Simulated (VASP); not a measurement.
Here is a VASP 6.6.1 calculation.

The input INCAR:

```
SYSTEM = I
PREC = Accurate ; ENCUT = 520
EDIFF = 1E-6 ; ISMEAR = 0
SIGMA = 0.15 ; LREAL = .False.
LASPH = .True. ; NELM = 60
ALGO = Normal ; ISIF = 2
LWAVE = .False. ; LCHARG = .True.
GGA = PE ; IVDW = 12
LELF = .True. ; LVHAR = .True.
NBANDS = 10
```

The input KPOINTS:

```
regular mesh
0
Gamma
  18 18 18
  0 0 0
```

File POSCAR:

```
I
1.0
   -2.1482618204      2.1482618204      1.9764008748
    2.1482618204     -2.1482618204      1.9764008748
    2.1482618204      2.1482618204     -1.9764008748
I
1
Direct
    0.0000000000      0.0000000000      0.0000000000
```

Potentials or basis: VASP PAW PBE potentials, release 64 (I).

Run with:

```sh
$ cat potpaw_PBE.64/I/POTCAR > POTCAR
$ mpirun -np 1 vasp_std > vasp.out
```

Q: What does it give for the band gap on the k mesh?

A: Zero (an odd number of electrons rules out a gap without spin polarisation).

Q: Estimate the dispersion energy per atom.

A: -0.364 eV.

Stress tensor (GPa, compression positive):
```
-2.09  0.00  0.00
 0.00 -2.09  0.00
 0.00  0.00 -1.75
```

Caveat: spin-orbit coupling is left out, which moves the levels of the heavy elements; an odd number of electrons without spin polarisation forces a metal; a magnetic or distorted state may lie lower.
